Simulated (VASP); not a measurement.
# TePt (P6_3/mmc) in VASP: a series of runs, part 2 of 2

VASP 6.6.1.

### 4 Single point, LDA, collinear spin (21.00 Å³/atom)

This run uses another cell than the first one, of 21.00 Å³/atom.

File INCAR:

```
PREC = Accurate ; ENCUT = 520
EDIFF = 1E-6 ; ISMEAR = 0
SIGMA = 0.15 ; LREAL = F
LASPH = T ; NELM = 150
ALGO = Normal ; ISIF = 2
LWAVE = F ; LCHARG = F
ISPIN = 2 ; MAGMOM = 0 0 0.125 0.125
LORBIT = 11 ; NUPDOWN = 0.25
LMAXMIX = 4 ; GGA = CA
NBANDS = 28
```

File KPOINTS:

```
Automatic mesh
0
Gamma
  12 12 8
```

File POSCAR:

```
TePt
1.0
    4.1982985890      0.0000000000      0.0000000000
   -2.0991492945      3.6358332308      0.0000000000
    0.0000000000      0.0000000000      5.5040740097
Te Pt
2 2
Direct
    0.3333333333      0.6666666667      0.2500000000
    0.6666666667      0.3333333333      0.7500000000
    0.0000000000      0.0000000000      0.0000000000
    0.0000000000      0.0000000000      0.5000000000
```

Potentials or basis: VASP PAW LDA potentials, release 64 (Te, Pt).

The run is started by

```
$ cat potpaw_LDA.64/Te/POTCAR potpaw_LDA.64/Pt/POTCAR > POTCAR
$ mpirun -np 1 vasp_std > vasp.out
```

OUTCAR:

```text
PREC = Accurate
   ENCUT = 520
   EDIFF = 1E-6
   ISMEAR = 0
   LREAL = F
   LASPH = T
   NELM = 150
   ISIF = 2
   ISPIN = 2
   LORBIT = 11
   NUPDOWN = 0.25
   GGA = CA

 ion  position               nearest neighbor table
   1  0.333  0.667  0.250-   3 2.79   4 2.79   3 2.79   4 2.79   3 2.79   4 2.79   2 3.67   2 3.67
                             2 3.67   2 3.67   2 3.67   2 3.67
   2  0.667  0.333  0.750-   3 2.79   4 2.79   3 2.79   4 2.79   3 2.79   4 2.79   1 3.67   1 3.67
                             1 3.67   1 3.67   1 3.67   1 3.67
   3  0.000  0.000  0.000-   4 2.75   4 2.75   1 2.79   2 2.79   2 2.79   1 2.79   2 2.79   1 2.79

   4  0.000  0.000  0.500-   3 2.75   3 2.75   1 2.79   2 2.79   2 2.79   1 2.79   2 2.79   1 2.79

  LATTYP: Found a hexagonal cell.
 ALAT       =     4.1982985890
 C/A-ratio  =     1.3110249052

  Lattice vectors:

[... 1699 lines left out ...]
     28      20.8364      0.00000

 [... further k-points ...]

------------------------ aborting loop because EDIFF is reached ----------------------------------------

  FORCE on cell =-STRESS in cart. coord.  units (eV):
  Direction    XX          YY          ZZ          XY          YZ          ZX
  --------------------------------------------------------------------------------------
  -------------------------------------------------------------------------------------
  Total        0.1605285      0.1605285      0.1841789      0.0000000      0.0000000      0.0000000
  in kB        3.0612659      3.0612659      3.5122790      0.0000000      0.0000000      0.0000000
  external PRESSURE =       3.2116036 kB  Pullay stress =       0.0000000 kB

 VOLUME and BASIS-vectors are now :
 -----------------------------------------------------------------------------
  energy-cutoff  :      520.00
  volume of cell :       84.02
      direct lattice vectors                 reciprocal lattice vectors
     4.198298589  0.000000000  0.000000000     0.238191729  0.137520059  0.000000000
    -2.099149295  3.635833231  0.000000000     0.000000000  0.275040118  0.000000000
     0.000000000  0.000000000  5.504074010     0.000000000  0.000000000  0.181683603

 POSITION                                       TOTAL-FORCE (eV/Angst)
 -----------------------------------------------------------------------------------
     -0.00000      2.42389      1.37602         0.000000     -0.000000      0.000000
      2.09915      1.21194      4.12806        -0.000000      0.000000      0.000000
      0.00000      0.00000      0.00000        -0.000000      0.000000      0.000000
      0.00000      0.00000      2.75204        -0.000000      0.000000      0.000000
 -----------------------------------------------------------------------------------
    total drift:                                0.000000     -0.000000      0.000000

  FREE ENERGIE OF THE ION-ELECTRON SYSTEM (eV)
  ---------------------------------------------------
  free  energy   TOTEN  =       -23.4925436492 eV

  energy  without entropy=      -23.4683637498  energy(sigma->0) =      -23.48045370

 total charge

# of ion       s       p       d       tot
------------------------------------------
    1        1.419   1.795   0.108   3.322
    2        1.419   1.795   0.108   3.322
    3        0.635   0.526   8.230   9.391
    4        0.635   0.526   8.230   9.391
--------------------------------------------------
tot          4.108   4.642  16.676  25.426

 magnetization (x)

# of ion       s       p       d       tot
------------------------------------------
    1        0.006   0.028   0.001   0.035
    2        0.006   0.028   0.001   0.035
    3        0.003   0.008   0.054   0.064
    4        0.003   0.008   0.054   0.064
--------------------------------------------------
tot          0.017   0.072   0.110   0.200
```

Wall time 3 min (1 thread of Intel Xeon Platinum 8488C (Sapphire Rapids), shared host); peak memory 0.41 GiB.

Results:

| Quantity | Value |
| --- | --- |
| Free energy | -23.4925 eV |
| Pressure | 0.3 GPa |
| Net moment | 0.25 μB per cell |
| Site moments | Te +0.04; Pt +0.06 μB |
| Valence electrons inside the program's atomic spheres | Te 3.32; Pt 9.39 |

Caveat: the total moment is fixed, so each spin has its own Fermi level.

### 5 Single point, LDA, collinear spin (23.52 Å³/atom)

This run uses another cell than the first one, of 23.52 Å³/atom.

File INCAR:

```
PREC = Accurate
ENCUT = 520
EDIFF = 1E-6
ISMEAR = 0
SIGMA = 0.15
LREAL = False
LASPH = True
NELM = 150
ALGO = Normal
ISIF = 2
LWAVE = False
LCHARG = False
ISPIN = 2
MAGMOM = 0 0 0.5 0.5
LORBIT = 11
NUPDOWN = 1.0
LMAXMIX = 4
GGA = CA
NBANDS = 28
```

KPOINTS is that of step 4.

File POSCAR:

```
TePt
1.0
    4.3599000120      0.0000000000      0.0000000000
   -2.1799500060      3.7757841684      0.0000000000
    0.0000000000      0.0000000000      5.7159375000
Te Pt
2 2
Direct
    0.3333333333      0.6666666667      0.2500000000
    0.6666666667      0.3333333333      0.7500000000
    0.0000000000      0.0000000000      0.0000000000
    0.0000000000      0.0000000000      0.5000000000
```

The run is started by

```
$ cat potpaw_LDA.64/Te/POTCAR potpaw_LDA.64/Pt/POTCAR > POTCAR
$ mpirun -np 1 vasp_std > vasp.out
```

Wall time 4.3 min (1 thread of Intel Xeon Platinum 8488C (Sapphire Rapids), shared host); peak memory 0.46 GiB.

It converged, with:

```yaml
Free_energy: -22.9091 eV
Pressure: -11.9 GPa
Net_moment: 1.00 μB per cell
Site_moments: Te +0.14; Pt +0.25 μB
Valence_electrons_inside_the_program's_atomic_spheres: Te 3.24; Pt 9.15
```

Stress tensor (GPa, compression positive):
```
-11.50   0.00   0.00
  0.00 -11.50   0.00
  0.00   0.00 -12.57
```

Caveat: the cell stands under tension; the total moment is fixed, so each spin has its own Fermi level.

### 6 The runs side by side

```csv
fixed moment (μB),cell,pressure (GPa),moment (μB)
0.75,"a = 4.083, b = 4.083, c = 5.353 Å, angles 90.0, 90.0, 120.0°, 4 atoms",15.7,0.75
0.25,"a = 4.307, b = 4.307, c = 5.647 Å, angles 90.0, 90.0, 120.0°, 4 atoms",-9.1,0.25
0.25,"a = 4.198, b = 4.198, c = 5.504 Å, angles 90.0, 90.0, 120.0°, 4 atoms",0.3,0.25
1.0,"a = 4.360, b = 4.360, c = 5.716 Å, angles 90.0, 90.0, 120.0°, 4 atoms",-11.9,1.00
```

Alike in all rows: task single point; level LDA; potentials or basis VASP PAW LDA potentials, release 64 (Te, Pt); spin collinear; k mesh 12 × 12 × 8; cutoff (eV) 520; smearing gaussian 0.15 eV.

Caveats: the total moment is fixed, so each spin has its own Fermi level; the cell stands under tension (at least some runs); the cell stands under pressure (at least some runs).

Absolute energies hang on the potentials; compare differences alone.
